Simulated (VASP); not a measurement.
# Sb2Se3 (Cc) in VASP: single point with PBE

Aim: the single point of Sb2Se3 with PBE.

Program: VASP 6.6.1. These are calculated values, not measurements. Logs are shortened: lines on timing, memory, paths and dates and some standing lists are left out, and cuts for length are marked.

### 1 The cell of the first run

The structure is monoclinic, space group Cc (No. 9). The conventional cell has a = 5.666 Å, b = 11.826 Å, c = 6.832 Å, α = 90.00°, β = 114.44°, γ = 90.00°. Within 3.6 Å of Se (site symmetry 1) lie 5 Sb at 2.69 to 3.33 Å and 4 Se at 2.99 to 3.45 Å. Within 3.7 Å of Se (site symmetry 1) lie 4 Sb at 2.79 to 2.80 Å and 5 Se at 2.99 to 3.69 Å. Se (site symmetry 1) has 5 Sb at 2.69 to 3.33 Å and 4 Se at 2.99 to 3.45 Å within 3.6 Å. Sb (site symmetry 1) has 7 Se at 2.69 to 3.33 Å and 2 Sb at 3.28 to 3.29 Å within 3.6 Å. Within 3.6 Å of Sb (site symmetry 1) lie 7 Se at 2.69 to 3.33 Å and 2 Sb at 3.28 to 3.29 Å.

### 2 Single point, PBE

Input file INCAR:

```
SYSTEM = Sb2Se3
  PREC = Accurate
  ENCUT = 520
  EDIFF = 1E-6
  ISMEAR = -1
  SIGMA = 0.1
  LREAL = .False.
  LASPH = .True.
  NELM = 60
  ALGO = Normal
  ISIF = 2
  LWAVE = .False.
  LCHARG = .False.
  GGA = PE
  NBANDS = 39
```

Input file KPOINTS:

```
regular mesh
0
Gamma
  4 3 4
  0 0 0
```

Input file POSCAR:

```
Sb2Se3
1.0
   -5.6421426753      0.5239133298      0.0000000000
    2.2526792118     -6.4561274278      0.0000000000
    2.8210713376     -0.2619566649      5.9131338023
Se Sb
6 4
Direct
    0.8812156813      0.9246913604      0.4592261442
    0.4219895371      0.4246913604      0.5407738558
    0.5474194025      0.8290267493      0.7510603033
    0.7963590992      0.3290267493      0.2489396967
    0.0781399334      0.7347498103      0.0411269738
    0.0370129596      0.2347498103      0.9588730262
    0.3423758323      0.0609795222      0.3646727118
    0.9777031204      0.5609795222      0.6353272882
    0.3611651445      0.0981525579     -0.1358541450
    0.4970192895      0.5981525579      1.1358541450
```

Potentials or basis: VASP PAW PBE potentials, release 64 (Se, Sb).

Launch:

```console
$ cat potpaw_PBE.64/Se/POTCAR potpaw_PBE.64/Sb/POTCAR > POTCAR
$ mpirun -np 1 vasp_std > vasp.out
```

OUTCAR:

```text
SYSTEM = Sb2Se3
   PREC = Accurate
   ENCUT = 520
   EDIFF = 1E-6
   ISMEAR = -1
   LREAL = .False.
   LASPH = .True.
   NELM = 60
   ISIF = 2
   GGA = PE

 ion  position               nearest neighbor table
   1  0.881  0.925  0.459-   7 2.69   8 2.71  10 2.81   9 2.84
   2  0.422  0.425  0.541-   8 2.69   7 2.71   9 2.81  10 2.84
   3  0.547  0.829  0.751-  10 2.79   8 2.80   7 2.80   9 2.80
   4  0.796  0.329  0.249-   9 2.79   7 2.80   8 2.80  10 2.80
   5  0.078  0.735  0.041-  10 2.69   9 2.71   7 2.81   8 2.84
   6  0.037  0.235  0.959-   9 2.69  10 2.71   8 2.81   7 2.84
   7  0.342  0.061  0.365-   1 2.69   2 2.71   4 2.80   3 2.80   5 2.81   6 2.84   9 3.28   9 3.29
                            10 3.60   8 3.77   8 3.77
   8  0.978  0.561  0.635-   2 2.69   1 2.71   3 2.80   4 2.80   6 2.81   5 2.84  10 3.28  10 3.29
                             9 3.60   7 3.77   7 3.77
   9  0.361  0.098  0.864-   6 2.69   5 2.71   4 2.79   3 2.80   2 2.81   1 2.84   7 3.28   7 3.29
                             8 3.60  10 3.78  10 3.78
  10  0.497  0.598  0.136-   5 2.69   6 2.71   3 2.79   4 2.80   1 2.81   2 2.84   8 3.28   8 3.29
                             7 3.60   9 3.78   9 3.78

  LATTYP: Found a base centered monoclinic cell.
 ALAT       =     5.6664150171
 B/A-ratio  =     2.0870810855
 C/A-ratio  =     1.2057445492
 COS(beta)  =    -0.4136932925

  Lattice vectors:

 A1 = (   2.8210713377,  -0.2619566649,  -5.9131338023)
 A2 = (   2.8210713376,  -0.2619566649,   5.9131338023)
 A3 = (  -3.3894634635,  -5.9322140980,   0.0000000000)

Analysis of symmetry for initial positions (statically):
=====================================================================
 Subroutine PRICEL returns:
 Original cell was already a primitive cell.

 Routine SETGRP: Setting up the symmetry group for a
 base centered monoclinic supercell.

 Subroutine GETGRP returns: Found  2 space group operations
 (whereof  1 operations were pure point group operations)
 out of a pool of  4 trial point group operations.

The static configuration has the point symmetry C_1 .
 The point group associated with its full space group is C_1h.

Analysis of symmetry for dynamics (positions and initial velocities):
=====================================================================
 Subroutine PRICEL returns:
 Original cell was already a primitive cell.

 Routine SETGRP: Setting up the symmetry group for a
 base centered monoclinic supercell.

 Subroutine GETGRP returns: Found  2 space group operations
 (whereof  1 operations were pure point group operations)
[... 120 lines left out ...]
   TEBEG  =    0.0;   TEEND  =   0.0 temperature during run
   PSTRESS=    0.0 pullay stress
   NELECT =      56.0000    total number of electrons
   NUPDOWN=      -1.0000    fix difference up-down
   EMIN   =  10.00;   EMAX   =-10.00  energy-range for DOS
   EFERMI =   0.00;   METHOD = LEGACY
   ISMEAR =    -1;   SIGMA  =   0.10  broadening in eV -4-tet -1-fermi 0-gaus
   EFERMI_NEDOS =   21; number of points for ismear=-14 and -15
   IALGO  =     38    algorithm
   IMIX   =      4    mixing-type and parameters
     AMIX     =   0.40;   BMIX     =  1.00
     AMIX_MAG =   1.60;   BMIX_MAG =  1.00
  volume/ion in A,a.u.               =      20.84       140.65
  Fermi-wavevector in a.u.,A,eV,Ry     =   1.056398  1.996303 15.183785  1.115977
  Thomas-Fermi vector in A             =   2.191632
   LORBIT       =      0    0 simple, 1 ext, 2 COOP (PROOUT), +10 PAW based schemes
   GGA     = PE    functional components
   LHFCALC =     F    Hartree Fock is set to
   AEXX    =    0.0000 exact exchange contribution
   IVDW    =     0    specifies the selected vdW correction
   LEPSILON=     F    determine dielectric tensor
   LRPA    =     F    only Hartree local field effects (RPA)
 non-spin polarized calculation
  energy-cutoff  :      520.00
  volume of cell :      208.42
 maximum number of plane-waves:      5662
   NGX = 21   NGY = 25   NGZ = 25

 number of electron      55.9999996 magnetization

 Free energy of the ion-electron system (eV)
  ---------------------------------------------------
  ext. energy  EPLUGINS =         0.00000000
  ---------------------------------------------------
  free energy    TOTEN  =       -35.80908832 eV

  energy without entropy =      -35.71419582  energy(sigma->0) =      -35.76164207

 E-fermi :   8.4738     XC(G=0): -10.6857

 val. band max:        8.3794780665   @ k =   0.2500   0.3333   0.2500
 cond. band min:       8.5080016839   @ k =   0.5000   0.0000   0.0000
 fundamental gap:      0.1285236175
 Fermi energy:         8.4737754476

 k-point     1 :       0.0000    0.0000    0.0000
  band No.  band energies     occupation
      1      -8.0346      2.00000
      2      -5.6721      2.00000
      3      -5.6365      2.00000
      4      -5.0967      2.00000
      5      -4.9577      2.00000
      6      -4.5850      2.00000
[... 703 lines left out ...]
     38      12.1867      0.00000
     39      12.8047      0.00000

------------------------ aborting loop because EDIFF is reached ----------------------------------------

  FORCE on cell =-STRESS in cart. coord.  units (eV):
  Direction    XX          YY          ZZ          XY          YZ          ZX
  --------------------------------------------------------------------------------------
  -------------------------------------------------------------------------------------
  Total       26.0409203     25.9844706     25.9376255     -0.0247401      0.0000000     -0.0000000
  in kB      200.1875696    199.7536172    199.3934992     -0.1901874      0.0000000     -0.0000000
  external PRESSURE =     199.7782287 kB  Pullay stress =       0.0000000 kB

 VOLUME and BASIS-vectors are now :
 -----------------------------------------------------------------------------
  energy-cutoff  :      520.00
  volume of cell :      208.42
      direct lattice vectors                 reciprocal lattice vectors
    -5.642142675  0.523913330  0.000000000    -0.183172384 -0.063912713  0.084557532
     2.252679212 -6.456127428  0.000000000    -0.014864399 -0.160078117 -0.000000000
     2.821071338 -0.261956665  5.913133802     0.000000000  0.000000000  0.169115064

 POSITION                                       TOTAL-FORCE (eV/Angst)
 -----------------------------------------------------------------------------------
     -1.59340     -5.62854      2.71547         0.023093     -0.005671     -0.008141
      0.10133     -2.66243      3.19767         0.023093     -0.005671      0.008141
      0.89771     -5.26225      4.44112         0.001966     -0.000693      0.006734
     -3.04970     -1.77223      1.47201         0.001966     -0.000693     -0.006734
      1.33030     -4.71347      0.24319         0.015618      0.000710      0.006160
      3.02503     -1.74737      5.66994         0.015618      0.000710     -0.006160
     -0.76560     -0.30984      2.15636        -0.018652      0.008633     -0.003073
     -2.46033     -3.27595      3.75678        -0.018652      0.008633      0.003073
      0.62118     -0.67083      5.10981        -0.022025     -0.002979     -0.006988
     -1.07355     -3.63694      0.80332        -0.022025     -0.002979      0.006988
 -----------------------------------------------------------------------------------
    total drift:                               -0.001050      0.000257     -0.000000

  FREE ENERGIE OF THE ION-ELECTRON SYSTEM (eV)
  ---------------------------------------------------
  free  energy   TOTEN  =       -35.8090883239 eV

  energy  without entropy=      -35.7141958184  energy(sigma->0) =      -35.76164207
```

stdout:

```text
POSCAR found type information on POSCAR SeSb
 POSCAR found :  2 types and      10 ions
 scaLAPACK will be used
 LDA part: xc-table for (Slater+PW92), standard interpolation
 POSCAR, INCAR and KPOINTS ok, starting setup
 FFT: planning ... GRIDC
 FFT: planning ... GRID_SOFT
 FFT: planning ... GRID
 WAVECAR not read
 entering main loop
```

It took 78 s on 1 thread of Intel Xeon Platinum 8559C (Emerald Rapids), shared host; peak memory 0.38 GiB.

Results:

* Free energy: -35.8091 eV
* Pressure: 20.0 GPa
* Largest force: 0.025 eV/Å
* Band gap on the k mesh: zero (band 28 reaches 8.74 eV, above the bottom of band 29 at 8.27 eV)

Forces in eV/Å, atoms in the order of the input:
```
Se   0.023 -0.006 -0.008
Se   0.023 -0.006  0.008
Se   0.002 -0.001  0.007
Se   0.002 -0.001 -0.007
Se   0.016  0.001  0.006
Se   0.016  0.001 -0.006
Sb  -0.019  0.009 -0.003
Sb  -0.019  0.009  0.003
Sb  -0.022 -0.003 -0.007
Sb  -0.022 -0.003  0.007
```

Levels at points of the mesh, in eV from the Fermi level:
```tsv
k point	band 26	band 27	band 28	band 29	band 30	band 31
(0.00, 0.00, 0.00)	-1.37	-1.26	-1.14	0.71	1.22	1.83
(0.50, 0.00, 0.00)	-1.35	-1.01	-0.50	0.03	0.98	1.33
(0.00, 0.00, 0.50)	-1.41	0.24	0.27	0.27	0.28	1.16
```

Caveat: spin-orbit coupling is left out, which moves the levels of the heavy elements.
